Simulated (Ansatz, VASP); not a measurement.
Two plane-wave programs on NaH

INCAR

```
SYSTEM = NaH
ALGO = Normal
EDIFF = 1E-8
ENCUT = 520
ISIF = 2
ISMEAR = -1
LASPH = .TRUE.
LCHARG = .FALSE.
LEFG = .TRUE.
LREAL = .FALSE.
LWAVE = .FALSE.
NBANDS = 11
NELM = 80
PREC = Accurate
SIGMA = 0.03
```

File KPOINTS:

```
k-points
0
G
  9 9 9
  0 0 0
```

The input POSCAR:

```
NaH
1.0
    0.0000000000      2.4400000000      2.4400000000
    2.4400000000      0.0000000000      2.4400000000
    2.4400000000      2.4400000000      0.0000000000
Na H
1 1
Direct
    0.0000000000      0.0000000000      0.0000000000
    0.5000000000      0.5000000000      0.5000000000
```

Input for Ansatz:

```yaml
crystal:
  lattice:
    - [0.0, 2.44, 2.44]
    - [2.44, 0.0, 2.44]
    - [2.44, 2.44, 0.0]
  atoms:
    - { symbol: Na, position: [0.0, 0.0, 0.0] }
    - { symbol: H, position: [0.5, 0.5, 0.5] }
kpoints:
  mp_grid: { grid: [9, 9, 9] }
  band_path:
    path:
      - [0.0, 0.0, 0.0]
      - [0.5, 0.0, 0.5]
      - [0.625, 0.25, 0.625]
      - [0.375, 0.375, 0.75]
      - [0.0, 0.0, 0.0]
      - [0.5, 0.5, 0.5]
      - [0.5, 0.25, 0.75]
      - [0.5, 0.0, 0.5]
    npoints: 5
scf:
  occupations: { method: fermi_dirac, width: 0.03 }
hamiltonian:
  xc: lda
  pseudopotentials: { kind: paw }
output:
  forces: true
  stress: true
  eigenvalues: true
  efg: { contact_densities: true }
```

Alike in both runs: task electric field gradients; functional LDA; k mesh 9 × 9 × 9; occupations fermi-dirac, width 0.03 eV; no spin polarisation.

```csv
,VASP,Ansatz
version,VASP 6.6.1,Ansatz 0.2.0
potentials or method,"VASP PAW LDA potentials, release 64 (Na_pv, H)","PAW with Ansatz's default frozen-core files, scalar-relativistic"
plane-wave cutoff (eV),520,420
valence electrons in the cell,8,10
```

|  | VASP | Ansatz | Ansatz less VASP |
| --- | --- | --- | --- |
| gap on the k mesh at the Fermi level (eV) | 3.67 | 3.67 | +0.001 |
| pressure (GPa) | -2.7 | -2.6 | +0.05 |

LDA's correlation is that of Perdew and Zunger in VASP and of Perdew and Wang (1992) in Ansatz. VASP's potentials hold 8 valence electrons a cell and Ansatz's 10, so a difference there can come from the potentials and not from the codes.
